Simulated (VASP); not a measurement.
# TiB6 (Pm-3m) in VASP: further runs, part 2 of 2

VASP 6.6.1. Earlier steps stand in the parts before.

### Step 3. Single point, PBE

This run uses another cell than the first one, of 9.49 Å³/atom, 1.088 times its volume.

INCAR reads:

```
SYSTEM = TiB6
  PREC = Accurate
  ENCUT = 520
  EDIFF = 1E-7
  ISMEAR = 0
  SIGMA = 0.1
  LREAL = .False.
  LASPH = .True.
  NELM = 80
  ALGO = Normal
  ISIF = 2
  LWAVE = .False.
  LCHARG = .False.
  GGA = PE
  NBANDS = 24
```

KPOINTS reads:

```
Automatic mesh
0
Gamma
  4 4 4
  0 0 0
```

POSCAR reads:

```
TiB6
1.0
    4.0503650734      0.0000000000      0.0000000000
    0.0000000000      4.0503650734      0.0000000000
    0.0000000000      0.0000000000      4.0503650734
Ti B
1 6
Direct
    0.0000000000      0.0000000000      0.0000000000
    0.8020198186      0.5000000000      0.5000000000
    0.1979801814      0.5000000000      0.5000000000
    0.5000000000      0.5000000000      0.8020198186
    0.5000000000      0.5000000000      0.1979801814
    0.5000000000      0.1979801814      0.5000000000
    0.5000000000      0.8020198186      0.5000000000
```

Potentials or basis: VASP PAW PBE potentials, release 64 (Ti_sv, B).

Started as:

```
$ cat potpaw_PBE.64/Ti_sv/POTCAR potpaw_PBE.64/B/POTCAR > POTCAR
$ mpirun -np 1 vasp_std > vasp.out
```

OUTCAR:

```text
SYSTEM = TiB6
   PREC = Accurate
   ENCUT = 520
   EDIFF = 1E-7
   ISMEAR = 0
   LREAL = .False.
   LASPH = .True.
   NELM = 80
   ISIF = 2
   GGA = PE

 ion  position               nearest neighbor table
   1  0.000  0.000  0.000-
   2  0.802  0.500  0.500-   3 1.60   4 1.73   5 1.73   6 1.73   7 1.73
   3  0.198  0.500  0.500-   2 1.60   4 1.73   5 1.73   6 1.73   7 1.73
   4  0.500  0.500  0.802-   5 1.60   3 1.73   2 1.73   6 1.73   7 1.73
   5  0.500  0.500  0.198-   4 1.60   3 1.73   2 1.73   6 1.73   7 1.73
   6  0.500  0.198  0.500-   7 1.60   3 1.73   4 1.73   5 1.73   2 1.73
   7  0.500  0.802  0.500-   6 1.60   3 1.73   4 1.73   5 1.73   2 1.73

  LATTYP: Found a simple cubic cell.
 ALAT       =     4.0503650734

  Lattice vectors:

 A1 = (   4.0503650734,   0.0000000000,   0.0000000000)
 A2 = (   0.0000000000,   4.0503650734,   0.0000000000)
 A3 = (   0.0000000000,   0.0000000000,   4.0503650734)

Analysis of symmetry for initial positions (statically):
=====================================================================
 Subroutine PRICEL returns:
 Original cell was already a primitive cell.

 Routine SETGRP: Setting up the symmetry group for a
 simple cubic supercell.

 Subroutine GETGRP returns: Found 48 space group operations
 (whereof 48 operations were pure point group operations)
 out of a pool of 48 trial point group operations.

The static configuration has the point symmetry O_h .

Analysis of symmetry for dynamics (positions and initial velocities):
=====================================================================
 Subroutine PRICEL returns:
 Original cell was already a primitive cell.

 Routine SETGRP: Setting up the symmetry group for a
 simple cubic supercell.

 Subroutine GETGRP returns: Found 48 space group operations
 (whereof 48 operations were pure point group operations)
 out of a pool of 48 trial point group operations.

[... 117 lines left out ...]
  Fermi-wavevector in a.u.,A,eV,Ry     =   1.255898  2.373303 21.460199  1.577280
  Thomas-Fermi vector in A             =   2.389632
   LORBIT       =      0    0 simple, 1 ext, 2 COOP (PROOUT), +10 PAW based schemes
   GGA     = PE    functional components
   LHFCALC =     F    Hartree Fock is set to
   AEXX    =    0.0000 exact exchange contribution
   IVDW    =     0    specifies the selected vdW correction
   LEPSILON=     F    determine dielectric tensor
   LRPA    =     F    only Hartree local field effects (RPA)
 non-spin polarized calculation
 Gauss-broadening in eV      SIGMA  =   0.10
  energy-cutoff  :      520.00
  volume of cell :       66.45
 maximum number of plane-waves:      1803
   NGX = 15   NGY = 15   NGZ = 15

 number of electron      30.0000004 magnetization

 Free energy of the ion-electron system (eV)
  ---------------------------------------------------
  ext. energy  EPLUGINS =         0.00000000
  ---------------------------------------------------
  free energy    TOTEN  =       -46.90205932 eV

  energy without entropy =      -46.88299236  energy(sigma->0) =      -46.89252584

 E-fermi :   6.4537     XC(G=0): -11.0469

 val. band max:        6.4026943333   @ k =   0.5000   0.0000   0.0000
 cond. band min:       6.5089372356   @ k =   0.2500   0.2500   0.2500
 fundamental gap:      0.1062429023
 Fermi energy:         6.4536969223

 k-point     1 :       0.0000    0.0000    0.0000
  band No.  band energies     occupation
      1     -51.9552      2.00000
      2     -28.1905      2.00000
      3     -28.1905      2.00000
      4     -28.1905      2.00000
      5      -9.1466      2.00000
      6      -1.6508      2.00000
[... 259 lines left out ...]
     23      13.8170      0.00000
     24      13.8170      0.00000

------------------------ aborting loop because EDIFF is reached ----------------------------------------

  FORCE on cell =-STRESS in cart. coord.  units (eV):
  Direction    XX          YY          ZZ          XY          YZ          ZX
  --------------------------------------------------------------------------------------
  -------------------------------------------------------------------------------------
  Total        0.1320574      0.1320574      0.1320574      0.0000000      0.0000000     -0.0000000
  in kB        3.1841308      3.1841308      3.1841308      0.0000000      0.0000000     -0.0000000
  external PRESSURE =       3.1841308 kB  Pullay stress =       0.0000000 kB

 VOLUME and BASIS-vectors are now :
 -----------------------------------------------------------------------------
  energy-cutoff  :      520.00
  volume of cell :       66.45
      direct lattice vectors                 reciprocal lattice vectors
     4.050365073  0.000000000  0.000000000     0.246891325  0.000000000  0.000000000
     0.000000000  4.050365073  0.000000000     0.000000000  0.246891325  0.000000000
     0.000000000  0.000000000  4.050365073     0.000000000  0.000000000  0.246891325

 POSITION                                       TOTAL-FORCE (eV/Angst)
 -----------------------------------------------------------------------------------
      0.00000      0.00000      0.00000         0.000000      0.000000      0.000000
      3.24847      2.02518      2.02518         0.027942     -0.000000      0.000000
      0.80189      2.02518      2.02518        -0.027942      0.000000      0.000000
      2.02518      2.02518      3.24847         0.000000     -0.000000      0.027942
      2.02518      2.02518      0.80189        -0.000000     -0.000000     -0.027942
      2.02518      0.80189      2.02518         0.000000     -0.027942      0.000000
      2.02518      3.24847      2.02518        -0.000000      0.027942     -0.000000
 -----------------------------------------------------------------------------------
    total drift:                                0.000000     -0.000000     -0.000000

  FREE ENERGIE OF THE ION-ELECTRON SYSTEM (eV)
  ---------------------------------------------------
  free  energy   TOTEN  =       -46.9020593212 eV

  energy  without entropy=      -46.8829923564  energy(sigma->0) =      -46.89252584
```

OSZICAR:

```text
N       E                     dE             d eps       ncg     rms          rms(c)
DAV:   1     0.210941213040E+03    0.21094E+03   -0.13511E+04   480   0.124E+03
DAV:   2    -0.451427393690E+02   -0.25608E+03   -0.24201E+03   552   0.349E+02
DAV:   3    -0.626267756240E+02   -0.17484E+02   -0.16823E+02   744   0.870E+01
DAV:   4    -0.631421636329E+02   -0.51539E+00   -0.51091E+00   640   0.127E+01
DAV:   5    -0.631585119211E+02   -0.16348E-01   -0.16338E-01   736   0.215E+00    0.171E+01
DAV:   6    -0.488753771509E+02    0.14283E+02   -0.29145E+01   632   0.398E+01    0.139E+01
DAV:   7    -0.481694190164E+02    0.70596E+00   -0.20867E+01   520   0.402E+01    0.679E+00
DAV:   8    -0.468924174560E+02    0.12770E+01   -0.22397E+00   560   0.119E+01    0.186E+00
DAV:   9    -0.469004454185E+02   -0.80280E-02   -0.22600E-01   576   0.404E+00    0.648E-01
DAV:  10    -0.469029281398E+02   -0.24827E-02   -0.85004E-03   600   0.594E-01    0.289E-01
DAV:  11    -0.469027654146E+02    0.16273E-03   -0.63845E-03   552   0.723E-01    0.184E-01
DAV:  12    -0.469020519473E+02    0.71347E-03   -0.14471E-03   552   0.363E-01    0.288E-02
DAV:  13    -0.469020600851E+02   -0.81378E-05   -0.56268E-05   608   0.644E-02    0.158E-02
DAV:  14    -0.469020590451E+02    0.10401E-05   -0.50479E-06   624   0.211E-02    0.368E-03
DAV:  15    -0.469020594044E+02   -0.35938E-06   -0.46348E-07   536   0.484E-03    0.106E-03
DAV:  16    -0.469020593212E+02    0.83242E-07   -0.47212E-08   352   0.211E-03
   1 F= -.46902059E+02 E0= -.46892526E+02  d E =-.190670E-01
```

Wall time 14 s (1 thread of Intel Xeon Platinum 8559C (Emerald Rapids), shared host); peak memory 0.16 GiB.

What came out:

| Item | Value |
| --- | --- |
| Free energy | -46.9021 eV |
| Pressure | 0.3 GPa |
| Largest force | 0.028 eV/Å |
| Band gap on the k mesh | zero (band 15 reaches 6.76 eV, above the bottom of band 16 at 6.23 eV) |

Forces in eV/Å, atoms in the order of the input:
```
Ti   0.000  0.000  0.000
B    0.028  0.000  0.000
B   -0.028  0.000  0.000
B    0.000  0.000  0.028
B    0.000  0.000 -0.028
B    0.000 -0.028  0.000
B    0.000  0.028  0.000
```

Levels at points of the mesh, in eV from the Fermi level:
```
           k point  band 11  band 12  band 13  band 14  band 15  band 16  band 17  band 18  band 19  band 20
(0.00, 0.00, 0.00)    -6.26    -1.43    -1.43    -1.43    -0.05    -0.05     1.11     1.11     1.11     2.11
(0.50, 0.00, 0.00)    -3.36    -3.36    -2.72    -2.00    -0.51    -0.05     0.17     0.17     0.36     2.29
(0.50, 0.50, 0.00)    -3.78    -3.78    -2.33    -2.33     0.12     0.21     0.59     1.25     1.25     2.07
(0.50, 0.50, 0.50)    -5.66    -1.90    -1.90    -1.90     0.30     0.30     0.66     0.66     0.66     1.67
```

Caveat: the k points lie up to 0.39 Å⁻¹ apart.

### Step 4. Relaxation of cell and atoms, PBE

INCAR reads:

```
  PREC = Accurate
  ENCUT = 600
  EDIFF = 1E-6
  ISMEAR = 0
  SIGMA = 0.1
  LREAL = F
  LASPH = T
  NELM = 60
  ALGO = Normal
  ISIF = 3
  LWAVE = F
  LCHARG = F
  GGA = PE
  IBRION = 2
  NSW = 90
  EDIFFG = -0.04
```

KPOINTS reads:

```
regular mesh
0
Gamma
  4 4 4
```

POSCAR reads:

```
TiB6
1.0
    3.9381143700      0.0000000000      0.0000000000
    0.0000000000      3.9381143700      0.0000000000
    0.0000000000      0.0000000000      3.9381143700
Ti B
1 6
Direct
    0.0000000000      0.0000000000      0.0000000000
    0.7985550200      0.5000000000      0.5000000000
    0.2014449800      0.5000000000      0.5000000000
    0.5000000000      0.5000000000      0.7985550200
    0.5000000000      0.5000000000      0.2014449800
    0.5000000000      0.2014449800      0.5000000000
    0.5000000000      0.7985550200      0.5000000000
```

Potentials or basis: VASP PAW PBE potentials, release 64 (Ti_sv, B).

Started as:

```
$ cat potpaw_PBE.64/Ti_sv/POTCAR potpaw_PBE.64/B/POTCAR > POTCAR
$ mpirun -np 1 vasp_std > vasp.out
```

OUTCAR:

```text
PREC = Accurate
   ENCUT = 600
   EDIFF = 1E-6
   ISMEAR = 0
   LREAL = F
   LASPH = T
   NELM = 60
   ISIF = 3
   GGA = PE
   IBRION = 2
   NSW = 90
   EDIFFG = -0.04

 ion  position               nearest neighbor table
   1  0.000  0.000  0.000-
   2  0.799  0.500  0.500-   3 1.59   4 1.66   5 1.66   6 1.66   7 1.66
   3  0.201  0.500  0.500-   2 1.59   4 1.66   5 1.66   6 1.66   7 1.66
   4  0.500  0.500  0.799-   5 1.59   3 1.66   2 1.66   6 1.66   7 1.66
   5  0.500  0.500  0.201-   4 1.59   3 1.66   2 1.66   6 1.66   7 1.66
   6  0.500  0.201  0.500-   7 1.59   3 1.66   4 1.66   5 1.66   2 1.66
   7  0.500  0.799  0.500-   6 1.59   3 1.66   4 1.66   5 1.66   2 1.66

  LATTYP: Found a simple cubic cell.
 ALAT       =     3.9381143700

  Lattice vectors:

 A1 = (   3.9381143700,   0.0000000000,   0.0000000000)
 A2 = (   0.0000000000,   3.9381143700,   0.0000000000)
 A3 = (   0.0000000000,   0.0000000000,   3.9381143700)

Analysis of symmetry for initial positions (statically):
=====================================================================
 Subroutine PRICEL returns:
 Original cell was already a primitive cell.

 Routine SETGRP: Setting up the symmetry group for a
 simple cubic supercell.

[... 152 lines left out ...]

--------------------------------------- Ionic step        1  -------------------------------------------

 number of electron      29.9999993 magnetization

 Free energy of the ion-electron system (eV)
  ---------------------------------------------------
  ext. energy  EPLUGINS =         0.00000000
  ---------------------------------------------------
  free energy    TOTEN  =       -46.55075086 eV

  energy without entropy =      -46.53536569  energy(sigma->0) =      -46.54305828

------------------------ aborting loop because EDIFF is reached ----------------------------------------

  FORCE on cell =-STRESS in cart. coord.  units (eV):
  Direction    XX          YY          ZZ          XY          YZ          ZX
  --------------------------------------------------------------------------------------
  -------------------------------------------------------------------------------------
  Total        6.8284294      6.8284294      6.8284294      0.0000000      0.0000000     -0.0000000
  in kB      179.1292190    179.1292190    179.1292190      0.0000000      0.0000000     -0.0000000
  external PRESSURE =     179.1292190 kB  Pullay stress =       0.0000000 kB
[... 274 lines left out ...]
--------------------------------------- Ionic step        8  -------------------------------------------

 number of electron      30.0000007 magnetization

 Free energy of the ion-electron system (eV)
  ---------------------------------------------------
  ext. energy  EPLUGINS =         0.00000000
  ---------------------------------------------------
  free energy    TOTEN  =       -46.90456279 eV

  energy without entropy =      -46.88545133  energy(sigma->0) =      -46.89500706

 E-fermi :   6.4454     XC(G=0): -11.0433

 val. band max:        6.3946708722   @ k =   0.5000   0.0000   0.0000
 cond. band min:       6.5005506523   @ k =   0.2500   0.2500   0.2500
 fundamental gap:      0.1058797801
 Fermi energy:         6.4453579808

 k-point     1 :       0.0000    0.0000    0.0000
  band No.  band energies     occupation
      1     -51.9629      2.00000
      2     -28.1987      2.00000
      3     -28.1987      2.00000
      4     -28.1987      2.00000
      5      -9.1413      2.00000
      6      -1.6508      2.00000
[... 243 lines left out ...]
  FREE ENERGIE OF THE ION-ELECTRON SYSTEM (eV)
  ---------------------------------------------------
  free  energy   TOTEN  =       -46.9045627871 eV

  energy  without entropy=      -46.8854513328  energy(sigma->0) =      -46.89500706

 reached required accuracy - stopping structural energy minimisation
```

Run time: 66 s. Hardware: 1 thread of Intel Xeon Platinum 8559C (Emerald Rapids), shared host; peak memory 0.18 GiB.

What came out:

```
Free energy                            : -46.9046 eV
Relaxed volume                         : 9.50 Å³/atom
Relaxed cell                           : a = 4.052 Å, b = 4.052 Å, c = 4.052 Å, α = 90.00°, β = 90.00°, γ = 90.00°
Space group after relaxing (to 0.05 Å) : Pm-3m (No. 221)
Energy gained by relaxing              : 50.5 meV/atom
Ionic steps                            : 8
Pressure after relaxing                : 0.1 GPa
Largest force after relaxing           : 0.012 eV/Å
Band gap on the k mesh                 : zero (band 15 reaches 6.75 eV, above the bottom of band 16 at 6.23 eV)
```

Forces in eV/Å, atoms in the order of the input:
```
Ti   0.000  0.000  0.000
B   -0.012  0.000  0.000
B    0.012  0.000  0.000
B    0.000  0.000 -0.012
B    0.000  0.000  0.012
B    0.000  0.012  0.000
B    0.000 -0.012  0.000
```

The path:
| step | energy change (eV) | largest force (eV/Å) | pressure (GPa) | volume (Å³) |
| --- | --- | --- | --- | --- |
| 1 | 0.0000 | 1.7139 | 17.91 | 61.08 |
| 2 | 0.9382 | 5.5339 | -6.02 | 70.11 |
| 3 | -0.2516 | 0.9974 | 7.38 | 63.66 |
| 4 | -0.2890 | 0.3111 | -6.19 | 69.47 |
| 5 | -0.3521 | 0.1835 | -0.68 | 66.79 |
| 6 | -0.3521 | 0.1968 | -0.55 | 66.73 |
| 7 | -0.3484 | 0.3262 | 1.33 | 66.13 |
| 8 | -0.3538 | 0.0119 | 0.12 | 66.51 |

Final structure:
```cif
data_structure
_symmetry_space_group_name_H-M 'P 1'
_symmetry_Int_Tables_number 1
_cell_length_a 4.0516
_cell_length_b 4.0516
_cell_length_c 4.0516
_cell_angle_alpha 90.000
_cell_angle_beta 90.000
_cell_angle_gamma 90.000
_cell_volume 66.51
loop_
_atom_site_label
_atom_site_type_symbol
_atom_site_fract_x
_atom_site_fract_y
_atom_site_fract_z
_atom_site_occupancy
Ti1 Ti 0.00000 0.00000 0.00000 1
B1 B 0.80213 0.50000 0.50000 1
B2 B 0.19787 0.50000 0.50000 1
B3 B 0.50000 0.50000 0.80213 1
B4 B 0.50000 0.50000 0.19787 1
B5 B 0.50000 0.19787 0.50000 1
B6 B 0.50000 0.80213 0.50000 1
```

Levels at points of the mesh, in eV from the Fermi level:
| k point | band 12 | band 13 | band 14 | band 15 | band 16 | band 17 | band 18 | band 19 |
| --- | --- | --- | --- | --- | --- | --- | --- | --- |
| (0.00, 0.00, 0.00) | -1.42 | -1.42 | -1.42 | -0.05 | -0.05 | 1.11 | 1.11 | 1.11 |
| (0.50, 0.00, 0.00) | -3.36 | -2.72 | -2.00 | -0.50 | -0.05 | 0.17 | 0.17 | 0.36 |
| (0.50, 0.50, 0.00) | -3.78 | -2.33 | -2.33 | 0.12 | 0.21 | 0.59 | 1.25 | 1.25 |
| (0.50, 0.50, 0.50) | -1.90 | -1.90 | -1.90 | 0.30 | 0.30 | 0.66 | 0.66 | 0.66 |

Caveat: the k points lie up to 0.39 Å⁻¹ apart in the final cell.

### Step 5. Overview

| task | cell | cutoff (eV) | gap on the mesh (eV) | pressure (GPa) | largest force (eV/Å) |
| --- | --- | --- | --- | --- | --- |
| single point | a = 3.938 Å, 7 atoms | 520 | none | 17.9 | 1.72 |
| single point | a = 4.050 Å, 7 atoms | 520 | none | 0.3 | 0.03 |
| relaxation of cell and atoms | relaxed from a = 3.938 Å, 7 atoms | 600 | none | 0.1 | 0.01 |

Alike in all rows: level PBE; potentials or basis VASP PAW PBE potentials, release 64 (Ti_sv, B); no spin polarisation; k mesh 4 × 4 × 4; smearing gaussian 0.1 eV.

Caveats: all runs use coarse meshes; forces of over 1 eV/Å act on the atoms, so gaps and moduli don't describe the material at rest (some runs).

Total energies depend on the potentials used, so only differences within one code and one set of settings carry meaning.
